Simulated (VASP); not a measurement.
AlN, 2 atoms in the cell. Symmetry: F-43m, No. 216, cubic system. Conventional cell: a = 4.368 Å, b = 4.368 Å, c = 4.368 Å, α = 90.00°, β = 90.00°, γ = 90.00°. Al (site symmetry -43m) has 4 N at 1.89 Å within 2.5 Å. Within 2.5 Å of N (site symmetry -43m) lie 4 Al at 1.89 Å. 

| Quantity | Value |
| --- | --- |
| Program | VASP 6.6.1 |
| Task | dielectric tensor |
| Functional | PBEsol |
| Potentials or basis | VASP PAW PBE potentials, release 64 (Al, N) |
| Cutoff | 520 eV |
| k mesh | 8 × 8 × 8 |
| Occupations | gaussian, width 0.01 eV |
| Spin | no spin polarisation |
| Dipole correction | no |
| Further INCAR settings | ALGO = Normal; EDIFF = 1e-08 |

Potentials or basis: VASP PAW PBE potentials, release 64 (Al, N).

Command:

```console
$ cat potpaw_PBE.64/Al/POTCAR potpaw_PBE.64/N/POTCAR > POTCAR
$ mpirun -np 1 vasp_std > vasp.out
```

Hardware: 1 thread of AMD EPYC 7R13 Processor (Zen 3) (shared host).

**Question.** How long does it take, and how much memory?

**Answer.** It took 60 s on 1 thread of AMD EPYC 7R13 Processor (Zen 3), with other jobs on the host, peak memory 0.14 GiB. Counts: scf iterations 85, k points 29.
